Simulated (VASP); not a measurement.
# HfC (Fm-3m) in VASP: further runs

HfC is run at these levels: PBE; tasks: single point.

All numbers are computed with VASP 6.6.1; they aren't measurements. Logs are shortened: lines on timing, memory, paths and dates and some standing lists are left out, and cuts for length are marked.

## (1) The cell of the first run

The structure is cubic, space group Fm-3m (No. 225). Conventional cell: a = 4.555 Å, b = 4.555 Å, c = 4.555 Å, α = 90.00°, β = 90.00°, γ = 90.00°. Hf (site symmetry m-3m) has 6 C at 2.28 Å within 3.0 Å. C (site symmetry m-3m) has 6 Hf at 2.28 Å within 3.0 Å.

## (2) Single point, PBE

Contents of INCAR:

```
ALGO = Normal
EDIFF = 1E-7
ENCUT = 520
GGA = PE
ISIF = 2
ISMEAR = -1
LASPH = T
LCHARG = F
LREAL = F
LWAVE = F
NBANDS = 14
NELM = 80
PREC = Accurate
SIGMA = 0.15
```

Contents of KPOINTS:

```
k-points
0
Gamma
  11 11 11
```

Contents of POSCAR:

```
HfC
1.0
    0.0000000000      2.2775377028      2.2775377028
    2.2775377028      0.0000000000      2.2775377028
    2.2775377028      2.2775377028      0.0000000000
Hf C
1 1
Direct
    0.5000000000      0.5000000000      0.5000000000
    0.0000000000      0.0000000000      0.0000000000
```

Potentials or basis: VASP PAW PBE potentials, release 64 (Hf_pv, C).

Command:

```bash
cat potpaw_PBE.64/Hf_pv/POTCAR potpaw_PBE.64/C/POTCAR > POTCAR
mpirun -np 1 vasp_std > vasp.out
```

OUTCAR:

```text
EDIFF = 1E-7
   ENCUT = 520
   GGA = PE
   ISIF = 2
   ISMEAR = -1
   LASPH = T
   LREAL = F
   NELM = 80
   PREC = Accurate

 ion  position               nearest neighbor table
   1  0.500  0.500  0.500-   2 2.28   2 2.28   2 2.28   2 2.28   2 2.28   2 2.28
   2  0.000  0.000  0.000-   1 2.28   1 2.28   1 2.28   1 2.28   1 2.28   1 2.28

  LATTYP: Found a face centered cubic cell.
 ALAT       =     4.5550754056

  Lattice vectors:

 A1 = (   0.0000000000,   2.2775377028,   2.2775377028)
 A2 = (   2.2775377028,   0.0000000000,   2.2775377028)
 A3 = (   2.2775377028,   2.2775377028,   0.0000000000)

Analysis of symmetry for initial positions (statically):
=====================================================================
 Subroutine PRICEL returns:
 Original cell was already a primitive cell.

 Routine SETGRP: Setting up the symmetry group for a
 face centered cubic supercell.

 Subroutine GETGRP returns: Found 48 space group operations
 (whereof 48 operations were pure point group operations)
 out of a pool of 48 trial point group operations.

The static configuration has the point symmetry O_h .

Analysis of symmetry for dynamics (positions and initial velocities):
=====================================================================
 Subroutine PRICEL returns:
 Original cell was already a primitive cell.

 Routine SETGRP: Setting up the symmetry group for a
 face centered cubic supercell.

 Subroutine GETGRP returns: Found 48 space group operations
 (whereof 48 operations were pure point group operations)
 out of a pool of 48 trial point group operations.

The dynamic configuration has the point symmetry O_h .

 Subroutine INISYM returns: Found 48 space group operations
 (whereof 48 operations are pure point group operations),
 and found     1 'primitive' translations

----------------------------------------------------------------------------------------

                                     Primitive cell

  volume of cell :      23.6280

  direct lattice vectors                    reciprocal lattice vectors
     0.000000000  2.277537703  2.277537703    -0.219535334  0.219535334  0.219535334
     2.277537703  0.000000000  2.277537703     0.219535334 -0.219535334  0.219535334
     2.277537703  2.277537703  0.000000000     0.219535334  0.219535334 -0.219535334

  length of vectors
     3.220924708  3.220924708  3.220924708     0.380246352  0.380246352  0.380246352

  position of ions in fractional coordinates (direct lattice)
     0.500000000  0.500000000  0.500000000
     0.000000000  0.000000000  0.000000000

  ion indices of the primitive-cell ions
   primitive index   ion index
                 1           1
                 2           2

----------------------------------------------------------------------------------------

 KPOINTS: k-points

Automatic generation of k-mesh.
 Grid dimensions read from file:
 generate k-points for:   11   11   11

 Generating k-lattice:

  Cartesian coordinates                     Fractional coordinates (reciprocal lattice)
    -0.019957758  0.019957758  0.019957758     0.090909091  0.000000000  0.000000000
     0.019957758 -0.019957758  0.019957758     0.000000000  0.090909091  0.000000000
     0.019957758  0.019957758 -0.019957758     0.000000000  0.000000000  0.090909091

  Length of vectors
     0.034567850  0.034567850  0.034567850

  Shift w.r.t. Gamma in fractional coordinates (k-lattice)
     0.000000000  0.000000000  0.000000000

 Subroutine IBZKPT returns following result:
 ===========================================

 Found     56 irreducible k-points:

 Following reciprocal coordinates:
            Coordinates               Weight
  0.000000  0.000000  0.000000      1.000000
  0.090909  0.000000  0.000000      8.000000
  0.181818  0.000000  0.000000      8.000000
  0.272727  0.000000  0.000000      8.000000
  0.363636  0.000000  0.000000      8.000000
  0.454545  0.000000  0.000000      8.000000
[... 16 lines left out ...]
 -0.272727  0.181818  0.000000     24.000000
 -0.181818  0.181818  0.000000     12.000000
 [... further k-points ...]
   k-points           NKPTS =     56   k-points in BZ     NKDIM =     56   number of bands    NBANDS=     14
   number of dos      NEDOS =    301   number of ions     NIONS =      2
   total plane-waves  NPLWV =  13824
   dimension x,y,z NGX =    24 NGY =   24 NGZ =   24
   dimension x,y,z NGXF=    48 NGYF=   48 NGZF=   48
   ions per type =               1   1
   NGX,Y,Z   is equivalent  to a cutoff of  12.39, 12.39, 12.39 a.u.
   NGXF,Y,Z  is equivalent  to a cutoff of  24.77, 24.77, 24.77 a.u.
 SYSTEM =  unknown system
   PREC   = accura    normal or accurate (medium, high low for compatibility)
   ISTART =      0    job   : 0-new  1-cont  2-samecut
   ICHARG =      2    charge: 1-file 2-atom 10-const
   ISPIN  =      1    spin polarized calculation?
   LNONCOLLINEAR =      F non collinear calculations
   LSORBIT =      F    spin-orbit coupling
   LASPH  =      T    aspherical Exc in radial PAW
   ENCUT  =  520.0 eV  38.22 Ry    6.18 a.u.   5.99  5.99  5.99*2*pi/ulx,y,z
   NELM   =     80;   NELMIN=  2; NELMDL= -5     # of ELM steps
   EDIFF  = 0.1E-06   stopping-criterion for ELM
   LREAL  =      F    real-space projection
   EDIFFG = 0.1E-05   stopping-criterion for IOM
   NSW    =      0    number of steps for IOM
   IBRION =     -1    ionic relax: 0-MD 1-quasi-New 2-CG
   NFREE  =      0    steps in history (QN), initial steepest desc. (CG)
   ISIF   =      2    stress and relaxation
   ISYM   =      2    0-nonsym 1-usesym 2-fastsym
   POTIM  = 0.5000    time-step for ionic-motion
   TEBEG  =    0.0;   TEEND  =   0.0 temperature during run
   PSTRESS=    0.0 pullay stress
   NELECT =      14.0000    total number of electrons
   NUPDOWN=      -1.0000    fix difference up-down
   EMIN   =  10.00;   EMAX   =-10.00  energy-range for DOS
   EFERMI =   0.00;   METHOD = LEGACY
   ISMEAR =    -1;   SIGMA  =   0.15  broadening in eV -4-tet -1-fermi 0-gaus
   EFERMI_NEDOS =   21; number of points for ismear=-14 and -15
   IALGO  =     38    algorithm
   IMIX   =      4    mixing-type and parameters
     AMIX     =   0.40;   BMIX     =  1.00
     AMIX_MAG =   1.60;   BMIX_MAG =  1.00
  volume/ion in A,a.u.               =      11.81        79.72
  Fermi-wavevector in a.u.,A,eV,Ry     =   1.375019  2.598409 25.724214  1.890676
  Thomas-Fermi vector in A             =   2.500393
   LORBIT       =      0    0 simple, 1 ext, 2 COOP (PROOUT), +10 PAW based schemes
   GGA     = PE    functional components
   LHFCALC =     F    Hartree Fock is set to
   AEXX    =    0.0000 exact exchange contribution
   IVDW    =     0    specifies the selected vdW correction
   LEPSILON=     F    determine dielectric tensor
   LRPA    =     F    only Hartree local field effects (RPA)
 non-spin polarized calculation
  energy-cutoff  :      520.00
  volume of cell :       23.63
 maximum number of plane-waves:       648
   NGX = 11   NGY = 11   NGZ = 11

 number of electron      14.0000000 magnetization

 Free energy of the ion-electron system (eV)
  ---------------------------------------------------
  ext. energy  EPLUGINS =         0.00000000
  ---------------------------------------------------
  free energy    TOTEN  =       -20.98472431 eV

  energy without entropy =      -20.96202565  energy(sigma->0) =      -20.97337498

 E-fermi :   6.4334     XC(G=0): -12.5945

 val. band max:        6.3763280167   @ k =   0.4545   0.4545   0.0000
 cond. band min:       6.5100360330   @ k =   0.1818   0.1818   0.0000
 fundamental gap:      0.1337080163
 Fermi energy:         6.4334331933

 k-point     1 :       0.0000    0.0000    0.0000
  band No.  band energies     occupation
      1     -22.8288      2.00000
      2     -22.8288      2.00000
      3     -22.8288      2.00000
      4      -6.1853      2.00000
      5       7.4693      0.00200
      6       7.4693      0.00200
      7       7.4694      0.00200
      8       7.8460      0.00016
      9       7.8460      0.00016
     10       7.8460      0.00016
     11      10.0244      0.00000
     12      10.0244      0.00000
     13      14.0160      0.00000
     14      17.6210      0.00000

 k-point     2 :       0.0909    0.0000    0.0000
  band No.  band energies     occupation
      1     -22.9021      2.00000
      2     -22.8355      2.00000
      3     -22.8355      2.00000
      4      -5.9568      2.00000
      5       6.1991      1.65331
      6       6.5433      0.64933
      7       6.5433      0.64933
      8       8.2319      0.00001
      9       8.2319      0.00001
     10       8.6148      0.00000
     11      11.0290      0.00000
     12      11.0290      0.00000
     13      14.4635      0.00000
     14      18.2485      0.00000

 k-point     3 :       0.1818    0.0000    0.0000
  band No.  band energies     occupation
      1     -23.0933      2.00000
      2     -22.8535      2.00000
      3     -22.8535      2.00000
      4      -5.3137      2.00000
      5       4.5388      1.99999
      6       5.3252      1.99876
      7       5.3252      1.99876
      8       8.9079      0.00000
      9       8.9079      0.00000
     10       9.1651      0.00000
     11      12.9181      0.00000
     12      12.9181      0.00000
     13      15.4697      0.00000
     14      19.8302      0.00000

 k-point     4 :       0.2727    0.0000    0.0000
  band No.  band energies     occupation
      1     -23.3330      2.00000
      2     -22.8769      2.00000
      3     -22.8769      2.00000
      4      -4.3661      2.00000
      5       2.8973      2.00000
      6       4.3237      2.00000
      7       4.3237      2.00000
      8       9.7587      0.00000
      9       9.9061      0.00000
     10       9.9061      0.00000
     11      14.9878      0.00000
     12      14.9878      0.00000
     13      16.2291      0.00000
     14      20.5478      0.00000

 k-point     5 :       0.3636    0.0000    0.0000
  band No.  band energies     occupation
      1     -23.5437      2.00000
      2     -22.8981      2.00000
      3     -22.8981      2.00000
      4      -3.2631      2.00000
      5       1.4035      2.00000
      6       3.6315      2.00000
      7       3.6315      2.00000
      8      10.6918      0.00000
      9      11.0708      0.00000
     10      11.0708      0.00000
     11      15.6325      0.00000
[... 276 lines left out ...]
 k-point    22 :      -0.3636    0.1818    0.0000
  band No.  band energies     occupation
      1     -23.5511      2.00000
      2     -23.1019      2.00000
      3     -22.9322      2.00000
      4      -2.7364      2.00000
      5       0.9965      2.00000
      6       3.5525      2.00000
      7       3.6616      2.00000
      8      11.1998      0.00000
      9      11.2079      0.00000
     10      11.8464      0.00000
     11      15.2898      0.00000
     12      16.7068      0.00000
     13      18.5771      0.00000
     14      20.5261      0.00000

 k-point    23 :      -0.2727    0.1818    0.0000
  band No.  band energies     occupation
      1     -23.4420      2.00000
      2     -23.0828      2.00000
      3     -22.8949      2.00000
      4      -3.3506      2.00000
      5       1.6521      2.00000
      6       3.6540      2.00000
      7       3.9861      2.00000
      8      10.1068      0.00000
      9      10.8075      0.00000
     10      12.3962      0.00000
     11      13.7436      0.00000
     12      16.4258      0.00000
     13      18.2557      0.00000
     14      20.5374      0.00000

 k-point    24 :      -0.1818    0.1818    0.0000
  band No.  band energies     occupation
      1     -23.3057      2.00000
      2     -23.0153      2.00000
      3     -22.8634      2.00000
      4      -4.1586      2.00000
      5       2.6524      2.00000
      6       4.0285      2.00000
      7       4.4606      2.00000
      8       9.2500      0.00000
      9      10.3904      0.00000
     10      11.5331      0.00000
     11      12.5650      0.00000
     12      16.6598      0.00000
     13      16.7197      0.00000
     14      20.5528      0.00000

 [... further k-points ...]
[... 5 lines left out ...]
  --------------------------------------------------------------------------------------
  -------------------------------------------------------------------------------------
  Total        2.4007877      2.4007877      2.4007877      0.0000000      0.0000000     -0.0000000
  in kB      162.7937086    162.7937086    162.7937086      0.0000000      0.0000000     -0.0000000
  external PRESSURE =     162.7937086 kB  Pullay stress =       0.0000000 kB

 VOLUME and BASIS-vectors are now :
 -----------------------------------------------------------------------------
  energy-cutoff  :      520.00
  volume of cell :       23.63
      direct lattice vectors                 reciprocal lattice vectors
     0.000000000  2.277537703  2.277537703    -0.219535334  0.219535334  0.219535334
     2.277537703  0.000000000  2.277537703     0.219535334 -0.219535334  0.219535334
     2.277537703  2.277537703  0.000000000     0.219535334  0.219535334 -0.219535334

 POSITION                                       TOTAL-FORCE (eV/Angst)
 -----------------------------------------------------------------------------------
      2.27754      2.27754      2.27754         0.000000      0.000000      0.000000
      0.00000      0.00000      0.00000        -0.000000     -0.000000     -0.000000
 -----------------------------------------------------------------------------------
    total drift:                                0.000000     -0.000000      0.000000

  FREE ENERGIE OF THE ION-ELECTRON SYSTEM (eV)
  ---------------------------------------------------
  free  energy   TOTEN  =       -20.9847243074 eV

  energy  without entropy=      -20.9620256478  energy(sigma->0) =      -20.97337498
```

Run time: 19 s. Hardware: 1 thread of Intel Xeon 8259CL, shared host; peak memory 0.15 GiB.

Results:

| Quantity | Value |
| --- | --- |
| Free energy | -20.9847 eV |
| Pressure | 16.3 GPa |
| Band gap on the k mesh | zero (band 7 reaches 7.47 eV, above the bottom of band 8 at 6.01 eV) |

Levels at points of the mesh, in eV from the Fermi level:
```
           k point  band 5  band 6  band 7  band 8  band 9  band 10
(0.00, 0.00, 0.00)    1.04    1.04    1.04    1.41    1.41     1.41
```

Caveat: spin-orbit coupling is left out, which moves the levels of the heavy elements.

## (3) Single point, PBE

This run uses another cell than the first one, of 12.07 Å³/atom, 1.021 times its volume.

Contents of INCAR:

```
SYSTEM = HfC
  ALGO = Normal
  EDIFF = 1E-6
  ENCUT = 520
  GGA = PE
  ISIF = 2
  ISMEAR = -1
  LASPH = .True.
  LCHARG = .False.
  LREAL = .False.
  LWAVE = .False.
  NBANDS = 14
  NELM = 80
  PREC = Accurate
  SIGMA = 0.15
```

Contents of KPOINTS:

```
k-points
0
Gamma
  11 11 11
  0 0 0
```

Contents of POSCAR:

```
HfC
1.0
    0.0000000000      2.2935772291      2.2935772291
    2.2935772291      0.0000000000      2.2935772291
    2.2935772291      2.2935772291      0.0000000000
Hf C
1 1
Direct
    0.5000000000      0.5000000000      0.5000000000
    0.0000000000      0.0000000000      0.0000000000
```

Potentials or basis: VASP PAW PBE potentials, release 64 (Hf_pv, C).

Command:

```bash
cat potpaw_PBE.64/Hf_pv/POTCAR potpaw_PBE.64/C/POTCAR > POTCAR
mpirun -np 1 vasp_std > vasp.out
```

OUTCAR:

```text
SYSTEM = HfC
   EDIFF = 1E-6
   ENCUT = 520
   GGA = PE
   ISIF = 2
   ISMEAR = -1
   LASPH = .True.
   LREAL = .False.
   NELM = 80
   PREC = Accurate

 ion  position               nearest neighbor table
   1  0.500  0.500  0.500-   2 2.29   2 2.29   2 2.29   2 2.29   2 2.29   2 2.29
   2  0.000  0.000  0.000-   1 2.29   1 2.29   1 2.29   1 2.29   1 2.29   1 2.29

  LATTYP: Found a face centered cubic cell.
 ALAT       =     4.5871544582

  Lattice vectors:

 A1 = (   0.0000000000,   2.2935772291,   2.2935772291)
 A2 = (   2.2935772291,   0.0000000000,   2.2935772291)
[... 585 lines left out ...]
     11      12.2384      0.00000
     12      16.2791      0.00000
     13      16.3265      0.00000
     14      20.2634      0.00000

 [... further k-points ...]
[... 5 lines left out ...]
  --------------------------------------------------------------------------------------
  -------------------------------------------------------------------------------------
  Total        1.5265543      1.5265543      1.5265543      0.0000000      0.0000000     -0.0000000
  in kB      101.3567678    101.3567678    101.3567678      0.0000000      0.0000000     -0.0000000
  external PRESSURE =     101.3567678 kB  Pullay stress =       0.0000000 kB

 VOLUME and BASIS-vectors are now :
 -----------------------------------------------------------------------------
  energy-cutoff  :      520.00
  volume of cell :       24.13
      direct lattice vectors                 reciprocal lattice vectors
     0.000000000  2.293577229  2.293577229    -0.218000072  0.218000072  0.218000072
     2.293577229  0.000000000  2.293577229     0.218000072 -0.218000072  0.218000072
     2.293577229  2.293577229  0.000000000     0.218000072  0.218000072 -0.218000072

 POSITION                                       TOTAL-FORCE (eV/Angst)
 -----------------------------------------------------------------------------------
      2.29358      2.29358      2.29358        -0.000000     -0.000000     -0.000000
      0.00000      0.00000      0.00000         0.000000      0.000000      0.000000
 -----------------------------------------------------------------------------------
    total drift:                                0.000000     -0.000000      0.000000

  FREE ENERGIE OF THE ION-ELECTRON SYSTEM (eV)
  ---------------------------------------------------
  free  energy   TOTEN  =       -21.0261595958 eV

  energy  without entropy=      -21.0034034364  energy(sigma->0) =      -21.01478152
```

OSZICAR:

```text
N       E                     dE             d eps       ncg     rms          rms(c)
DAV:   1     0.220202447879E+02    0.22020E+02   -0.77641E+03  1568   0.993E+02
DAV:   2    -0.227200858440E+02   -0.44740E+02   -0.41577E+02  2016   0.198E+02
DAV:   3    -0.241494242038E+02   -0.14293E+01   -0.14239E+01  1916   0.258E+01
DAV:   4    -0.241556295562E+02   -0.62054E-02   -0.62049E-02  1790   0.206E+00
DAV:   5    -0.241556689242E+02   -0.39368E-04   -0.39367E-04  1928   0.146E-01    0.612E+01
DAV:   6    -0.210745968888E+02    0.30811E+01   -0.11560E+01  1742   0.182E+01    0.435E+01
DAV:   7    -0.210386495729E+02    0.35947E-01   -0.53741E-01  1940   0.512E+00    0.250E+01
DAV:   8    -0.210313437390E+02    0.73058E-02   -0.56381E-02  1880   0.188E+00    0.552E+00
DAV:   9    -0.210264419613E+02    0.49018E-02   -0.18720E-02  1790   0.780E-01    0.199E+00
DAV:  10    -0.210261629299E+02    0.27903E-03   -0.11994E-03  1916   0.261E-01    0.475E-02
DAV:  11    -0.210261598656E+02    0.30643E-05   -0.67363E-05  1856   0.694E-02    0.234E-02
DAV:  12    -0.210261595958E+02    0.26982E-06   -0.19146E-06  1952   0.123E-02
   1 F= -.21026160E+02 E0= -.21014782E+02  d E =-.227562E-01
```

It took 18 s on 1 thread of Intel Xeon 8259CL, shared host; peak memory 0.15 GiB.

What came out:

```yaml
Free_energy: -21.0262 eV
Pressure: 10.1 GPa
Band_gap_on_the_k_mesh: zero (band 7 reaches 7.29 eV, above the bottom of band 8 at 5.84 eV)
```

Caveat: spin-orbit coupling is left out, which moves the levels of the heavy elements.

## (4) Single point, PBE

This run uses another cell than the first one, of 12.32 Å³/atom, 1.043 times its volume.

Contents of INCAR:

```
  PREC = Accurate
  ENCUT = 520
  EDIFF = 1E-7
  ISMEAR = -1
  SIGMA = 0.15
  LREAL = False
  LASPH = True
  NELM = 60
  ALGO = Normal
  ISIF = 2
  LWAVE = False
  LCHARG = True
  GGA = PE
  LELF = True
  LVHAR = True
  NBANDS = 14
```

Contents of KPOINTS:

```
regular mesh
0
Gamma
  11 11 11
```

Contents of POSCAR:

```
HfC
1.0
    0.0000000000      2.3093955030      2.3093955030
    2.3093955030      0.0000000000      2.3093955030
    2.3093955030      2.3093955030      0.0000000000
Hf C
1 1
Direct
    0.5000000000      0.5000000000      0.5000000000
    0.0000000000      0.0000000000      0.0000000000
```

Command:

```bash
cat potpaw_PBE.64/Hf_pv/POTCAR potpaw_PBE.64/C/POTCAR > POTCAR
mpirun -np 1 vasp_std > vasp.out
```

Wall time 28 s (1 thread of Intel Xeon 8259CL, shared host); peak memory 0.15 GiB.

It converged, with:

```yaml
Free_energy: -21.0493 eV
Pressure: 4.6 GPa
Band_gap_on_the_k_mesh: zero (band 7 reaches 7.12 eV, above the bottom of band 8 at 5.68 eV)
```

Levels at points of the mesh, in eV from the Fermi level:
```
           k point  band 4  band 5  band 6  band 7  band 8  band 9  band 10  band 11
(0.00, 0.00, 0.00)  -12.41    1.01    1.01    1.01    1.40    1.40     1.40     3.46
```

Caveat: spin-orbit coupling is left out, which moves the levels of the heavy elements.

(Continued in part 2 of 2.)
